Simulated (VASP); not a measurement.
# CoO (R3m) in VASP: further runs

The runs below take CoO through single point, with PBE.

All numbers are computed with VASP 6.6.1; they aren't measurements. Logs are shortened: lines on timing, memory, paths and dates and some standing lists are left out, and cuts for length are marked.

## (1) The cell of the first run

The structure is trigonal, space group R3m (No. 160). The conventional cell has a = 3.204 Å, b = 3.204 Å, c = 7.699 Å, α = 90.00°, β = 90.00°, γ = 120.00°. Within 2.5 Å of Co (site symmetry 3m) lie 4 O at 1.91 to 1.96 Å. Within 2.5 Å of O (site symmetry 3m) lie 4 Co at 1.91 to 1.96 Å.

## (2) Single point, PBE, collinear spin, antiferromagnetic start

File INCAR:

```
  ALGO = Normal
  EDIFF = 1E-6
  ENCUT = 520
  GGA = PE
  ISIF = 2
  ISMEAR = 0
  ISPIN = 2
  LASPH = True
  LCHARG = False
  LMAXMIX = 4
  LORBIT = 11
  LREAL = False
  LWAVE = False
  MAGMOM = -2.27 2.27 -0.16 0.16
  NBANDS = 27
  NELM = 150
  PREC = Accurate
  SIGMA = 0.01
```

File KPOINTS:

```
k-points
0
Gamma
  1 1 1
```

File POSCAR:

```
CoO
1.0
    1.6022198417      0.9250420569      5.1329417806
   -1.6022198417      0.9250420569      5.1329417806
    0.0000000000     -1.8500841138      5.1329417806
Co O
2 2
Direct
    0.9994877300      0.9994877300      0.9994877300
    0.4994905900      0.4994905900      0.4994905900
    0.3754955300      0.3754955300      0.3754955300
    0.8755255000      0.8755255000      0.8755255000
```

Potentials or basis: VASP PAW PBE potentials, release 64 (Co, O).

On the command line:

```console
$ cat potpaw_PBE.64/Co/POTCAR potpaw_PBE.64/O/POTCAR > POTCAR
$ mpirun -np 1 vasp_gam > vasp.out
```

OUTCAR:

```text
EDIFF = 1E-6
   ENCUT = 520
   GGA = PE
   ISIF = 2
   ISMEAR = 0
   ISPIN = 2
   LASPH = True
   LORBIT = 11
   LREAL = False
   NELM = 150
   PREC = Accurate

 ion  position               nearest neighbor table
   1  0.999  0.999  0.999-   4 1.91   3 1.96   3 1.96   3 1.96
   2  0.499  0.499  0.499-   3 1.91   4 1.96   4 1.96   4 1.96
   3  0.375  0.375  0.375-   2 1.91   1 1.96   1 1.96   1 1.96
   4  0.876  0.876  0.876-   1 1.91   2 1.96   2 1.96   2 1.96

  LATTYP: Found a trigonal (rhomboedric) cell.
 ALAT       =     5.4561802162
 COS(alpha) =     0.8275366594

  Lattice vectors:

 A1 = (   1.6022198417,   0.9250420569,   5.1329417806)
 A2 = (  -1.6022198417,   0.9250420569,   5.1329417806)
 A3 = (   0.0000000000,  -1.8500841138,   5.1329417806)

Analysis of symmetry for initial positions (statically):
=====================================================================
 Subroutine PRICEL returns:
 Original cell was already a primitive cell.

 Routine SETGRP: Setting up the symmetry group for a
 trigonal (rhombohedral) supercell.

 Subroutine GETGRP returns: Found  6 space group operations
 (whereof  6 operations were pure point group operations)
 out of a pool of 12 trial point group operations.

The static configuration has the point symmetry C_3v.

Analysis of symmetry for dynamics (positions and initial velocities):
=====================================================================
 Subroutine PRICEL returns:
 Original cell was already a primitive cell.

 Routine SETGRP: Setting up the symmetry group for a
 trigonal (rhombohedral) supercell.

 Subroutine GETGRP returns: Found  6 space group operations
 (whereof  6 operations were pure point group operations)
 out of a pool of 12 trial point group operations.

The dynamic configuration has the point symmetry C_3v.

Analysis of structural, dynamic, and magnetic symmetry:
=====================================================================
 Subroutine PRICEL returns:
 Original cell was already a primitive cell.

 Routine SETGRP: Setting up the symmetry group for a
 trigonal (rhombohedral) supercell.

 Subroutine GETGRP returns: Found  6 space group operations
 (whereof  6 operations were pure point group operations)
 out of a pool of 12 trial point group operations.

The overall configuration has the point symmetry C_3v.

 Subroutine INISYM returns: Found  6 space group operations
 (whereof  6 operations are pure point group operations),
 and found     1 'primitive' translations

----------------------------------------------------------------------------------------

                                     Primitive cell

  volume of cell :      45.6458

  direct lattice vectors                    reciprocal lattice vectors
     1.602219842  0.925042057  5.132941781     0.312067038  0.180171988  0.064940018
    -1.602219842  0.925042057  5.132941781    -0.312067038  0.180171988  0.064940018
     0.000000000 -1.850084114  5.132941781     0.000000000 -0.360343977  0.064940018

  length of vectors
     5.456180216  5.456180216  5.456180216     0.366148860  0.366148860  0.366148860

  position of ions in fractional coordinates (direct lattice)
     0.999487730  0.999487730  0.999487730
     0.499490590  0.499490590  0.499490590
     0.375495530  0.375495530  0.375495530
     0.875525500  0.875525500  0.875525500

  ion indices of the primitive-cell ions
   primitive index   ion index
                 1           1
                 2           2
                 3           3
                 4           4

----------------------------------------------------------------------------------------

 KPOINTS: k-points

Automatic generation of k-mesh.
 Grid dimensions read from file:
 generate k-points for:    1    1    1

 Generating k-lattice:

  Cartesian coordinates                     Fractional coordinates (reciprocal lattice)
     0.312067038  0.180171988  0.064940018     1.000000000  0.000000000  0.000000000
    -0.312067038  0.180171988  0.064940018     0.000000000  1.000000000  0.000000000
     0.000000000 -0.360343977  0.064940018     0.000000000  0.000000000  1.000000000

  Length of vectors
     0.366148860  0.366148860  0.366148860

  Shift w.r.t. Gamma in fractional coordinates (k-lattice)
     0.000000000  0.000000000  0.000000000

 Subroutine IBZKPT returns following result:
 ===========================================

 Found      1 irreducible k-points:

 Following reciprocal coordinates:
            Coordinates               Weight
  0.000000  0.000000  0.000000      1.000000
   k-points           NKPTS =      1   k-points in BZ     NKDIM =      1   number of bands    NBANDS=     27
   number of dos      NEDOS =    301   number of ions     NIONS =      4
   total plane-waves  NPLWV =  74088
   dimension x,y,z NGX =    42 NGY =   42 NGZ =   42
   dimension x,y,z NGXF=    84 NGYF=   84 NGZF=   84
   ions per type =               2   2
   NGX,Y,Z   is equivalent  to a cutoff of  12.80, 12.80, 12.80 a.u.
   NGXF,Y,Z  is equivalent  to a cutoff of  25.59, 25.59, 25.59 a.u.
 SYSTEM =  unknown system
   PREC   = accura    normal or accurate (medium, high low for compatibility)
   ISTART =      0    job   : 0-new  1-cont  2-samecut
   ICHARG =      2    charge: 1-file 2-atom 10-const
   ISPIN  =      2    spin polarized calculation?
   LNONCOLLINEAR =      F non collinear calculations
   LSORBIT =      F    spin-orbit coupling
   LASPH  =      T    aspherical Exc in radial PAW
   ENCUT  =  520.0 eV  38.22 Ry    6.18 a.u.  10.14 10.14 10.14*2*pi/ulx,y,z
   NELM   =    150;   NELMIN=  2; NELMDL= -5     # of ELM steps
   EDIFF  = 0.1E-05   stopping-criterion for ELM
   LREAL  =      F    real-space projection
   EDIFFG = 0.1E-04   stopping-criterion for IOM
   NSW    =      0    number of steps for IOM
   IBRION =     -1    ionic relax: 0-MD 1-quasi-New 2-CG
   NFREE  =      0    steps in history (QN), initial steepest desc. (CG)
   ISIF   =      2    stress and relaxation
   ISYM   =      2    0-nonsym 1-usesym 2-fastsym
   POTIM  = 0.5000    time-step for ionic-motion
   TEBEG  =    0.0;   TEEND  =   0.0 temperature during run
   PSTRESS=    0.0 pullay stress
   NELECT =      30.0000    total number of electrons
   NUPDOWN=      -1.0000    fix difference up-down
   EMIN   =  10.00;   EMAX   =-10.00  energy-range for DOS
   EFERMI =   0.00;   METHOD = LEGACY
   ISMEAR =     0;   SIGMA  =   0.01  broadening in eV -4-tet -1-fermi 0-gaus
   EFERMI_NEDOS =   21; number of points for ismear=-14 and -15
   IALGO  =     38    algorithm
   IMIX   =      4    mixing-type and parameters
     AMIX     =   0.40;   BMIX     =  1.00
     AMIX_MAG =   1.60;   BMIX_MAG =  1.00
  volume/ion in A,a.u.               =      11.41        77.01
  Fermi-wavevector in a.u.,A,eV,Ry     =   1.423360  2.689761 27.564786  2.025955
  Thomas-Fermi vector in A             =   2.543966
   LORBIT       =     11    0 simple, 1 ext, 2 COOP (PROOUT), +10 PAW based schemes
   GGA     = PE    functional components
   LHFCALC =     F    Hartree Fock is set to
   AEXX    =    0.0000 exact exchange contribution
   IVDW    =     0    specifies the selected vdW correction
   LEPSILON=     F    determine dielectric tensor
   LRPA    =     F    only Hartree local field effects (RPA)
 spin polarized calculation
 Gauss-broadening in eV      SIGMA  =   0.01
  energy-cutoff  :      520.00
  volume of cell :       45.65
 maximum number of plane-waves:       607
 NGX is ok and might be reduce to    42
   NGX = 21   NGY = 21   NGZ = 21

 number of electron      30.0000004 magnetization      -0.0034693

 number of electron      30.0000004 magnetization       0.0015776

 Free energy of the ion-electron system (eV)
  ---------------------------------------------------
  ext. energy  EPLUGINS =         0.00000000
  ---------------------------------------------------
  free energy    TOTEN  =       -23.39500792 eV

  energy without entropy =      -23.38803404  energy(sigma->0) =      -23.39152098

 E-fermi :   6.6499     XC(G=0): -11.0149

 val. band max:        6.6396364894   @ k =   0.0000   0.0000   0.0000
 cond. band min:       6.6574846296   @ k =   0.0000   0.0000   0.0000
 fundamental gap:      0.0178481402
 Fermi energy:         6.6499285539

 spin component 1

 k-point     1 :       0.0000    0.0000    0.0000
  band No.  band energies     occupation
      1     -13.6502      1.00000
      2     -12.6258      1.00000
      3      -0.5576      1.00000
      4       0.5594      1.00000
      5       0.5594      1.00000
      6       0.8280      1.00000
      7       1.6720      1.00000
      8       1.6720      1.00000
      9       5.1929      1.00000
     10       5.1929      1.00000
     11       5.4255      1.00000
     12       6.0233      1.00000
     13       6.0233      1.00000
     14       6.6394      0.93195
     15       6.6394      0.93195
     16       6.6576      0.13899
     17       8.6477      0.00000
     18       8.9667      0.00000
     19       8.9667      0.00000
     20      12.3148      0.00000
     21      13.9272      0.00000
     22      20.0107      0.00000
     23      20.0107      0.00000
     24      20.5411      0.00000
     25      20.5411      0.00000
     26      21.1262      0.00000
     27      23.7592      0.00000
 Fermi energy:         6.6499285539

 spin component 2

 k-point     1 :       0.0000    0.0000    0.0000
  band No.  band energies     occupation
      1     -13.6512      1.00000
      2     -12.6245      1.00000
      3      -0.5578      1.00000
      4       0.5574      1.00000
      5       0.5574      1.00000
      6       0.8278      1.00000
      7       1.6744      1.00000
      8       1.6744      1.00000
      9       5.1929      1.00000
     10       5.1929      1.00000
     11       5.4264      1.00000
     12       6.0249      1.00000
     13       6.0249      1.00000
     14       6.6396      0.92724
     15       6.6396      0.92724
     16       6.6575      0.14263
     17       8.6480      0.00000
     18       8.9678      0.00000
     19       8.9678      0.00000
     20      12.3149      0.00000
     21      13.9268      0.00000
     22      20.0107      0.00000
     23      20.0107      0.00000
     24      20.5414      0.00000
     25      20.5414      0.00000
     26      21.1261      0.00000
     27      23.7589      0.00000

------------------------ aborting loop because EDIFF is reached ----------------------------------------

  FORCE on cell =-STRESS in cart. coord.  units (eV):
  Direction    XX          YY          ZZ          XY          YZ          ZX
  --------------------------------------------------------------------------------------
  -------------------------------------------------------------------------------------
  Total        1.9304684      1.9304684     -0.5151008     -0.0000000      0.0000000      0.0000000
  in kB       67.7598002     67.7598002    -18.0801321     -0.0000000      0.0000000      0.0000000
  external PRESSURE =      39.1464894 kB  Pullay stress =       0.0000000 kB

 VOLUME and BASIS-vectors are now :
 -----------------------------------------------------------------------------
  energy-cutoff  :      520.00
  volume of cell :       45.65
      direct lattice vectors                 reciprocal lattice vectors
     1.602219842  0.925042057  5.132941781     0.312067038  0.180171988  0.064940018
    -1.602219842  0.925042057  5.132941781    -0.312067038  0.180171988  0.064940018
     0.000000000 -1.850084114  5.132941781     0.000000000 -0.360343977  0.064940018

 POSITION                                       TOTAL-FORCE (eV/Angst)
 -----------------------------------------------------------------------------------
      0.00000      0.00000     15.39094         0.000000     -0.000000     -2.549759
      0.00000      0.00000      7.69157         0.000000      0.000000     -2.568689
      0.00000      0.00000      5.78219         0.000000      0.000000      2.560436
      0.00000      0.00000     13.48206         0.000000     -0.000000      2.558012
 -----------------------------------------------------------------------------------
    total drift:                                0.000000     -0.000000      0.000811

  FREE ENERGIE OF THE ION-ELECTRON SYSTEM (eV)
  ---------------------------------------------------
  free  energy   TOTEN  =       -23.3950079214 eV

  energy  without entropy=      -23.3880340372  energy(sigma->0) =      -23.39152098

 total charge

# of ion       s       p       d       tot
------------------------------------------
    1        0.296   0.285   7.531   8.113
    2        0.296   0.285   7.530   8.112
    3        1.510   3.509   0.000   5.018
    4        1.510   3.510   0.000   5.020
--------------------------------------------------
tot          3.612   7.589  15.061  26.263

 magnetization (x)

# of ion       s       p       d       tot
------------------------------------------
    1       -0.005  -0.034  -1.778  -1.816
    2        0.004   0.034   1.784   1.822
    3       -0.015  -0.450   0.000  -0.465
    4        0.015   0.452   0.000   0.467
--------------------------------------------------
tot         -0.002   0.002   0.007   0.007
```

Run time: 26 s. Hardware: 1 thread of Intel Xeon Platinum 8559C (Emerald Rapids), shared host; peak memory 0.3 GiB.

What came out:

| Property | Result |
| --- | --- |
| Free energy | -23.3950 eV |
| Pressure | 3.9 GPa |
| Largest force | 2.569 eV/Å |
| Band gap on the k mesh | 0.02 eV |
| Net moment | 0.00 μB per cell |
| Site moments | Co -1.82, +1.82; O -0.47, +0.47 μB |
| Valence electrons inside the program's atomic spheres | Co 8.11; O 5.02 |

Forces on the atoms (eV/Å):
```
Co   0.000  0.000 -2.550
Co   0.000  0.000 -2.569
O    0.000  0.000  2.560
O    0.000  0.000  2.558
```

Caveat: the k points lie up to 2.30 Å⁻¹ apart; forces of over 1 eV/Å act on the atoms, so gaps and moduli don't describe the material at rest. A k mesh can miss the band edges.

## (3) Single point, PBE, collinear spin, antiferromagnetic start

File INCAR:

```
PREC = Accurate
ENCUT = 520
EDIFF = 1E-6
ISMEAR = 0
SIGMA = 0.01
LREAL = False
LASPH = True
NELM = 150
ALGO = Normal
ISIF = 2
LWAVE = False
LCHARG = False
ISPIN = 2
MAGMOM = -2.27 2.27 -0.16 0.16
LORBIT = 11
LMAXMIX = 4
GGA = PE
NBANDS = 27
```

File KPOINTS:

```
Automatic mesh
0
Gamma
  3 3 3
```

POSCAR is that of step 2.

Potentials or basis: VASP PAW PBE potentials, release 64 (Co, O).

On the command line:

```console
$ cat potpaw_PBE.64/Co/POTCAR potpaw_PBE.64/O/POTCAR > POTCAR
$ mpirun -np 1 vasp_std > vasp.out
```

Run time: 33 s. Hardware: 1 thread of Intel Xeon Platinum 8559C (Emerald Rapids), shared host; peak memory 0.31 GiB.

Results (log left out):

```yaml
Free_energy: -26.9516 eV
Pressure: -1.4 GPa
Largest_force: 0.121 eV/Å
Band_gap_on_the_k_mesh: 0.19 eV
Net_moment: 0.00 μB per cell
Site_moments: Co -2.25, +2.25; O -0.17, +0.17 μB
Valence_electrons_inside_the_program's_atomic_spheres: Co 8.02; O 4.99
```

Forces in eV/Å, atoms in the order of the input:
```
Co   0.000  0.000 -0.115
Co   0.000  0.000 -0.118
O    0.000  0.000  0.121
O    0.000  0.000  0.113
```

Stress tensor (GPa, compression positive):
```
-1.57  0.00  0.00
 0.00 -1.57  0.00
 0.00  0.00 -1.02
```

Levels at points of the mesh, in eV from the valence-band top:
Spin up:
```csv
k point,band 13,band 14,band 15,band 16,band 17,band 18
"(0.00, 0.00, 0.00)",-0.99,-0.23,-0.23,0.19,1.72,2.02
```
Spin down:
| k point | band 13 | band 14 | band 15 | band 16 | band 17 | band 18 |
| --- | --- | --- | --- | --- | --- | --- |
| (0.00, 0.00, 0.00) | -0.99 | -0.23 | -0.23 | 0.19 | 1.72 | 2.02 |

Caveat: the k points lie up to 0.77 Å⁻¹ apart. A k mesh can miss the band edges.
